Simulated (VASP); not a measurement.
Al, 1 atom in the cell. Symmetry: Fm-3m, No. 225, cubic system. Conventional cell: a = 3.977 Å, b = 3.977 Å, c = 3.977 Å, α = 90.00°, β = 90.00°, γ = 90.00°. Within 3.7 Å of Al (site symmetry m-3m) lie 12 Al at 2.81 Å. 

```yaml
Program: VASP 6.6.1
Task: relaxation of cell and atoms
Functional: PBEsol
Potentials_or_basis: VASP PAW PBE potentials, release 64 (Al)
Cutoff: 600 eV
k_mesh: 18 × 18 × 18
Occupations: gaussian, width 0.1 eV
Spin: no spin polarisation
Target_pressure: 3 GPa
Dipole_correction: no
Further_INCAR_settings: ALGO = Fast; EDIFF = 1e-06; IBRION = 2; EDIFFG = -0.008; NSW = 70; ISIF = 3
```

Potentials or basis: VASP PAW PBE potentials, release 64 (Al).

Launch:

```bash
$ cat potpaw_PBE.64/Al/POTCAR > POTCAR
$ mpirun -np 1 vasp_std > vasp.out
```

Hardware: 1 thread of Intel Xeon 8259CL, on a shared host.

**Question.** Estimate the wall time of this run.

**Answer.** It took 25 s on 1 thread of Intel Xeon 8259CL, with other jobs on the host, peak memory 0.15 GiB. Counts: scf iterations 16, k points 195, ion steps 3.
